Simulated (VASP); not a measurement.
# HfC (I4/mmm) in VASP: further runs

HfC is run at these levels: PBEsol; tasks: single point.

Everything below comes from runs of VASP 6.6.1. Logs are shortened: lines on timing, memory, paths and dates and some standing lists are left out, and cuts for length are marked.

## Step 1: The cell of the first run

The structure is tetragonal, space group I4/mmm (No. 139). The conventional cell has a = 3.091 Å, b = 3.091 Å, c = 4.650 Å, α = 90.00°, β = 90.00°, γ = 90.00°. Hf (site symmetry 4/mmm) has 6 C at 2.19 to 2.33 Å within 2.9 Å. Within 2.9 Å of C (site symmetry 4/mmm) lie 6 Hf at 2.19 to 2.33 Å.

## Step 2: Single point, PBEsol (strain -0.0600 x Voigt [1, 1, 0, 0, 0, 0])

The input, INCAR:

```
ALGO = Normal
EDIFF = 1E-6
ENCUT = 520
GGA = PS
ISIF = 2
ISMEAR = 0
LASPH = T
LCHARG = F
LREAL = F
LWAVE = F
NBANDS = 14
NELM = 100
PREC = Accurate
SIGMA = 0.15
```

The input, KPOINTS:

```
k-points
0
Gamma
  18 18 18
```

The input, POSCAR:

```
HfC
1.0
    0.0000000000      2.1855000000      2.3250000000
    2.1855000000      0.0000000000      2.3250000000
    2.1855000000      2.1855000000      0.0000000000
Hf C
1 1
Direct
    0.5000000000      0.5000000000      0.5000000000
    0.0000000000      0.0000000000      0.0000000000
```

Potentials or basis: VASP PAW PBE potentials, release 64 (Hf_pv, C).

Run with:

```bash
$ cat potpaw_PBE.64/Hf_pv/POTCAR potpaw_PBE.64/C/POTCAR > POTCAR
$ mpirun -np 1 vasp_std > vasp.out
```

OUTCAR:

```text
EDIFF = 1E-6
   ENCUT = 520
   GGA = PS
   ISIF = 2
   ISMEAR = 0
   LASPH = T
   LREAL = F
   NELM = 100
   PREC = Accurate

 ion  position               nearest neighbor table
   1  0.500  0.500  0.500-   2 2.19   2 2.19   2 2.19   2 2.19   2 2.33   2 2.33
   2  0.000  0.000  0.000-   1 2.19   1 2.19   1 2.19   1 2.19   1 2.33   1 2.33

  LATTYP: Found a body centered tetragonal cell.
 ALAT       =     3.0907637406
 C/A-ratio  =     1.5044825132

  Lattice vectors:

 A1 = (  -2.1855000000,   0.0000000000,   2.3250000000)
 A2 = (   2.1855000000,   0.0000000000,   2.3250000000)
 A3 = (   0.0000000000,   2.1855000000,  -2.3250000000)

Analysis of symmetry for initial positions (statically):
=====================================================================
 Subroutine PRICEL returns:
 Original cell was already a primitive cell.

 Routine SETGRP: Setting up the symmetry group for a
 body centered tetragonal supercell.

 Subroutine GETGRP returns: Found 16 space group operations
 (whereof 16 operations were pure point group operations)
 out of a pool of 16 trial point group operations.

The static configuration has the point symmetry D_4h.

Analysis of symmetry for dynamics (positions and initial velocities):
=====================================================================
 Subroutine PRICEL returns:
 Original cell was already a primitive cell.

 Routine SETGRP: Setting up the symmetry group for a
 body centered tetragonal supercell.

 Subroutine GETGRP returns: Found 16 space group operations
 (whereof 16 operations were pure point group operations)
 out of a pool of 16 trial point group operations.

The dynamic configuration has the point symmetry D_4h.

 Subroutine INISYM returns: Found 16 space group operations
 (whereof 16 operations are pure point group operations),
 and found     1 'primitive' translations

----------------------------------------------------------------------------------------

                                     Primitive cell

  volume of cell :      22.2103

  direct lattice vectors                    reciprocal lattice vectors
     0.000000000  2.185500000  2.325000000    -0.228780599  0.228780599  0.215053763
     2.185500000  0.000000000  2.325000000     0.228780599 -0.228780599  0.215053763
     2.185500000  2.185500000  0.000000000     0.228780599  0.228780599 -0.215053763

  length of vectors
     3.190930154  3.190930154  3.090763741     0.388496134  0.388496134  0.388496134

  position of ions in fractional coordinates (direct lattice)
     0.500000000  0.500000000  0.500000000
     0.000000000  0.000000000  0.000000000

  ion indices of the primitive-cell ions
   primitive index   ion index
                 1           1
                 2           2

----------------------------------------------------------------------------------------

 KPOINTS: k-points

Automatic generation of k-mesh.
 Grid dimensions read from file:
 generate k-points for:   18   18   18

 Generating k-lattice:

  Cartesian coordinates                     Fractional coordinates (reciprocal lattice)
    -0.012710033  0.012710033  0.011947431     0.055555556  0.000000000  0.000000000
     0.012710033 -0.012710033  0.011947431     0.000000000  0.055555556  0.000000000
     0.012710033  0.012710033 -0.011947431     0.000000000  0.000000000  0.055555556

  Length of vectors
     0.021583119  0.021583119  0.021583119

  Shift w.r.t. Gamma in fractional coordinates (k-lattice)
     0.000000000  0.000000000  0.000000000

 Subroutine IBZKPT returns following result:
 ===========================================

 Found    480 irreducible k-points:

 Following reciprocal coordinates:
            Coordinates               Weight
  0.000000  0.000000  0.000000      1.000000
  0.055556 -0.000000  0.000000      8.000000
  0.111111 -0.000000  0.000000      8.000000
  0.166667 -0.000000  0.000000      8.000000
  0.222222  0.000000  0.000000      8.000000
  0.277778  0.000000  0.000000      8.000000
[... 16 lines left out ...]
 -0.277778  0.055556  0.000000      8.000000
 -0.222222  0.055556  0.000000      8.000000
 [... further k-points ...]
   k-points           NKPTS =    480   k-points in BZ     NKDIM =    480   number of bands    NBANDS=     14
   number of dos      NEDOS =    301   number of ions     NIONS =      2
   total plane-waves  NPLWV =  13824
   dimension x,y,z NGX =    24 NGY =   24 NGZ =   24
   dimension x,y,z NGXF=    48 NGYF=   48 NGZF=   48
   ions per type =               1   1
   NGX,Y,Z   is equivalent  to a cutoff of  12.50, 12.50, 12.91 a.u.
   NGXF,Y,Z  is equivalent  to a cutoff of  25.01, 25.01, 25.82 a.u.
 SYSTEM =  unknown system
   PREC   = accura    normal or accurate (medium, high low for compatibility)
   ISTART =      0    job   : 0-new  1-cont  2-samecut
   ICHARG =      2    charge: 1-file 2-atom 10-const
   ISPIN  =      1    spin polarized calculation?
   LNONCOLLINEAR =      F non collinear calculations
   LSORBIT =      F    spin-orbit coupling
   LASPH  =      T    aspherical Exc in radial PAW
   ENCUT  =  520.0 eV  38.22 Ry    6.18 a.u.   5.93  5.93  5.75*2*pi/ulx,y,z
   NELM   =    100;   NELMIN=  2; NELMDL= -5     # of ELM steps
   EDIFF  = 0.1E-05   stopping-criterion for ELM
   LREAL  =      F    real-space projection
   EDIFFG = 0.1E-04   stopping-criterion for IOM
   NSW    =      0    number of steps for IOM
   IBRION =     -1    ionic relax: 0-MD 1-quasi-New 2-CG
   NFREE  =      0    steps in history (QN), initial steepest desc. (CG)
   ISIF   =      2    stress and relaxation
   ISYM   =      2    0-nonsym 1-usesym 2-fastsym
   POTIM  = 0.5000    time-step for ionic-motion
   TEBEG  =    0.0;   TEEND  =   0.0 temperature during run
   PSTRESS=    0.0 pullay stress
   NELECT =      14.0000    total number of electrons
   NUPDOWN=      -1.0000    fix difference up-down
   EMIN   =  10.00;   EMAX   =-10.00  energy-range for DOS
   EFERMI =   0.00;   METHOD = LEGACY
   ISMEAR =     0;   SIGMA  =   0.15  broadening in eV -4-tet -1-fermi 0-gaus
   EFERMI_NEDOS =   21; number of points for ismear=-14 and -15
   IALGO  =     38    algorithm
   IMIX   =      4    mixing-type and parameters
     AMIX     =   0.40;   BMIX     =  1.00
     AMIX_MAG =   1.60;   BMIX_MAG =  1.00
  volume/ion in A,a.u.               =      11.11        74.94
  Fermi-wavevector in a.u.,A,eV,Ry     =   1.403673  2.652558 26.807535  1.970298
  Thomas-Fermi vector in A             =   2.526311
   LORBIT       =      0    0 simple, 1 ext, 2 COOP (PROOUT), +10 PAW based schemes
   GGA     = PS    functional components
   LHFCALC =     F    Hartree Fock is set to
   AEXX    =    0.0000 exact exchange contribution
   IVDW    =     0    specifies the selected vdW correction
   LEPSILON=     F    determine dielectric tensor
   LRPA    =     F    only Hartree local field effects (RPA)
 non-spin polarized calculation
 Gauss-broadening in eV      SIGMA  =   0.15
  energy-cutoff  :      520.00
  volume of cell :       22.21
 maximum number of plane-waves:       620
   NGX = 11   NGY = 11   NGZ = 11

 number of electron      13.9999999 magnetization

 Free energy of the ion-electron system (eV)
  ---------------------------------------------------
  ext. energy  EPLUGINS =         0.00000000
  ---------------------------------------------------
  free energy    TOTEN  =       -21.90107091 eV

  energy without entropy =      -21.89798652  energy(sigma->0) =      -21.89952871

 E-fermi :   6.8366     XC(G=0): -13.0343

 val. band max:        6.8263044081   @ k =   0.2222   0.2222   0.0000
 cond. band min:       6.8617199660   @ k =   0.1667   0.1111   0.0000
 fundamental gap:      0.0354155578
 Fermi energy:         6.8365849559

 k-point     1 :       0.0000    0.0000    0.0000
  band No.  band energies     occupation
      1     -22.1353      2.00000
      2     -22.0780      2.00000
      3     -22.0780      2.00000
      4      -6.1228      2.00000
      5       7.6071      0.00000
      6       7.6598      0.00000
      7       8.0441      0.00000
      8       8.0441      0.00000
      9       8.4352      0.00000
     10       8.4352      0.00000
     11       9.7877      0.00000
     12      11.0122      0.00000
     13      15.5310      0.00000
     14      18.1458      0.00000

 k-point     2 :       0.0556   -0.0000    0.0000
  band No.  band energies     occupation
      1     -22.1524      2.00000
      2     -22.1021      2.00000
      3     -22.0795      2.00000
      4      -6.0256      2.00000
      5       7.0328      0.06431
      6       7.1806      0.00118
      7       7.5752      0.00000
      8       8.2341      0.00000
      9       8.6106      0.00000
     10       8.8104      0.00000
     11      10.2669      0.00000
     12      11.4908      0.00000
     13      15.7038      0.00000
     14      18.4072      0.00000

 k-point     3 :       0.1111   -0.0000    0.0000
  band No.  band energies     occupation
      1     -22.2395      2.00000
      2     -22.1322      2.00000
      3     -22.0840      2.00000
      4      -5.7420      2.00000
      5       6.0726      2.00000
      6       6.4062      1.99995
      7       6.7649      1.50116
      8       8.5640      0.00000
      9       8.8979      0.00000
     10       9.2267      0.00000
     11      11.2871      0.00000
     12      12.5628      0.00000
     13      16.1719      0.00000
     14      19.1489      0.00000
[... 324 lines left out ...]
 k-point    23 :      -0.2778    0.0556    0.0000
  band No.  band energies     occupation
      1     -22.8386      2.00000
      2     -22.2509      2.00000
      3     -22.0960      2.00000
      4      -3.6732      2.00000
      5       2.6372      2.00000
      6       4.1642      2.00000
      7       4.1685      2.00000
      8      10.3567      0.00000
      9      10.4565      0.00000
     10      11.5640      0.00000
     11      14.4402      0.00000
     12      17.9596      0.00000
     13      17.9957      0.00000
     14      21.3051      0.00000

 k-point    24 :      -0.2222    0.0556    0.0000
  band No.  band energies     occupation
      1     -22.6595      2.00000
      2     -22.2250      2.00000
      3     -22.0861      2.00000
      4      -4.3690      2.00000
      5       3.6114      2.00000
      6       4.6939      2.00000
      7       4.7073      2.00000
      8       9.8000      0.00000
      9       9.9274      0.00000
     10      10.7248      0.00000
     11      13.2450      0.00000
     12      16.5990      0.00000
     13      17.9150      0.00000
     14      21.3141      0.00000

 [... further k-points ...]

------------------------ aborting loop because EDIFF is reached ----------------------------------------

  FORCE on cell =-STRESS in cart. coord.  units (eV):
  Direction    XX          YY          ZZ          XY          YZ          ZX
  --------------------------------------------------------------------------------------
  -------------------------------------------------------------------------------------
  Total        6.1027668      6.1027668      0.8374365      0.0000000     -0.0000000     -0.0000000
  in kB      440.2331945    440.2331945     60.4098664      0.0000000     -0.0000000     -0.0000000
  external PRESSURE =     313.6254185 kB  Pullay stress =       0.0000000 kB

 VOLUME and BASIS-vectors are now :
 -----------------------------------------------------------------------------
  energy-cutoff  :      520.00
  volume of cell :       22.21
      direct lattice vectors                 reciprocal lattice vectors
     0.000000000  2.185500000  2.325000000    -0.228780599  0.228780599  0.215053763
     2.185500000  0.000000000  2.325000000     0.228780599 -0.228780599  0.215053763
     2.185500000  2.185500000  0.000000000     0.228780599  0.228780599 -0.215053763

 POSITION                                       TOTAL-FORCE (eV/Angst)
 -----------------------------------------------------------------------------------
      2.18550      2.18550      2.32500        -0.000000     -0.000000      0.000000
      0.00000      0.00000      0.00000         0.000000      0.000000      0.000000
 -----------------------------------------------------------------------------------
    total drift:                                0.000000     -0.000000     -0.000000

  FREE ENERGIE OF THE ION-ELECTRON SYSTEM (eV)
  ---------------------------------------------------
  free  energy   TOTEN  =       -21.9010709055 eV

  energy  without entropy=      -21.8979865158  energy(sigma->0) =      -21.89952871
```

Run time: 54 s. Hardware: 1 thread of Intel Xeon Platinum 8375C at 2.90GHz (Ice Lake), shared host; peak memory 0.27 GiB.

What came out:

```
Free energy            : -21.9011 eV
Pressure               : 31.4 GPa
Band gap on the k mesh : zero (band 7 reaches 8.04 eV, above the bottom of band 8 at 6.33 eV)
```

Levels at points of the mesh, in eV from the Fermi level:
```tsv
k point	band 4	band 5	band 6	band 7	band 8	band 9	band 10	band 11
(0.00, 0.00, 0.00)	-12.96	0.77	0.82	1.21	1.21	1.60	1.60	2.95
(0.50, 0.00, 0.00)	-8.30	-6.80	-3.62	-3.45	5.77	6.23	6.69	7.07
(0.50, 0.50, 0.00)	-11.08	-2.93	-2.24	0.32	0.32	5.99	7.68	7.68
(0.50, 0.00, 0.50)	-11.00	-2.37	-2.12	-0.27	0.13	5.82	7.17	8.21
```

Caveat: the cell differs from its parent crystal (strain -0.0600 x Voigt [1, 1, 0, 0, 0, 0]); the PAW data sets were made with another functional, which shifts forces and pressure a little; spin-orbit coupling is left out, which moves the levels of the heavy elements.

## Step 3: Single point, PBEsol (strain -0.0450 x Voigt [1, 1, 0, 0, 0, 0])

The input, INCAR:

```
PREC = Accurate ; ENCUT = 520
EDIFF = 1E-6 ; ISMEAR = 0
SIGMA = 0.15 ; LREAL = F
LASPH = T ; NELM = 60
ALGO = Normal ; ISIF = 2
LWAVE = F ; LCHARG = F
GGA = PS ; NBANDS = 14
```

The input, KPOINTS:

```
Automatic mesh
0
Gamma
  18 18 18
```

The input, POSCAR:

```
HfC
1.0
    0.0000000000      2.2203750000      2.3250000000
    2.2203750000      0.0000000000      2.3250000000
    2.2203750000      2.2203750000      0.0000000000
Hf C
1 1
Direct
    0.5000000000      0.5000000000      0.5000000000
    0.0000000000      0.0000000000      0.0000000000
```

Potentials or basis: VASP PAW PBE potentials, release 64 (Hf_pv, C).

Run with:

```bash
$ cat potpaw_PBE.64/Hf_pv/POTCAR potpaw_PBE.64/C/POTCAR > POTCAR
$ mpirun -np 1 vasp_std > vasp.out
```

It took 52 s on 1 thread of Intel Xeon Platinum 8375C at 2.90GHz (Ice Lake), shared host; peak memory 0.27 GiB.

Results (log left out):

```
Free energy            : -22.0602 eV
Pressure               : 19.4 GPa
Band gap on the k mesh : zero (band 7 reaches 7.72 eV, above the bottom of band 8 at 6.08 eV)
```

Stress tensor (GPa, compression positive):
```
27.78  0.00  0.00
 0.00 27.78  0.00
 0.00  0.00  2.50
```

Levels at points of the mesh, in eV from the Fermi level:
```csv
k point,band 3,band 4,band 5,band 6,band 7,band 8,band 9,band 10,band 11,band 12
"(0.00, 0.00, 0.00)",-29.05,-12.78,0.86,0.98,1.16,1.16,1.54,1.54,3.12,3.97
"(0.50, 0.00, 0.00)",-29.11,-8.36,-6.63,-3.43,-3.31,5.65,6.00,6.43,6.94,11.85
"(0.50, 0.50, 0.00)",-29.33,-10.88,-2.84,-2.12,0.21,0.21,5.82,7.45,7.45,9.37
"(0.50, 0.00, 0.50)",-29.40,-10.81,-2.26,-2.21,-0.21,0.06,5.73,7.09,7.81,9.66
```

Caveat: the cell differs from its parent crystal (strain -0.0450 x Voigt [1, 1, 0, 0, 0, 0]); the PAW data sets were made with another functional, which shifts forces and pressure a little; spin-orbit coupling is left out, which moves the levels of the heavy elements.

(Continued in part 2 of 2.)
